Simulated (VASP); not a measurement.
A run of VASP 6.6.1 is set up as follows.

Contents of INCAR:

```
ALGO = Normal ; EDIFF = 1E-6
ENCUT = 600 ; GGA = CA
GGA_COMPAT = False ; ISIF = 2
ISMEAR = 0 ; LASPH = True
LCHARG = False ; LREAL = False
LWAVE = False ; NBANDS = 11
NELM = 120 ; PREC = Accurate
SIGMA = 0.01
```

File KPOINTS:

```
k-points
0
Gamma
  10 10 10
```

Contents of POSCAR:

```
SiC
1.0
    0.0000000000      2.1644841941      2.1644841941
    2.1644841941      0.0000000000      2.1644841941
    2.1644841941      2.1644841941      0.0000000000
Si C
1 1
Direct
    0.0000000000      0.0000000000      0.0000000000
    0.2500000000      0.2500000000      0.2500000000
```

Potentials or basis: VASP PAW LDA potentials, release 64 (Si, C).

Command:

```sh
$ cat potpaw_LDA.64/Si/POTCAR potpaw_LDA.64/C/POTCAR > POTCAR
$ mpirun -np 1 vasp_std > vasp.out
```

Problem. Predict the pressure.

Solution. 0.3 GPa.

Problem. Estimate the band gap on the k mesh.

Solution. 1.29 eV, indirect (least direct gap 4.52 eV).

A k mesh can miss the band edges.
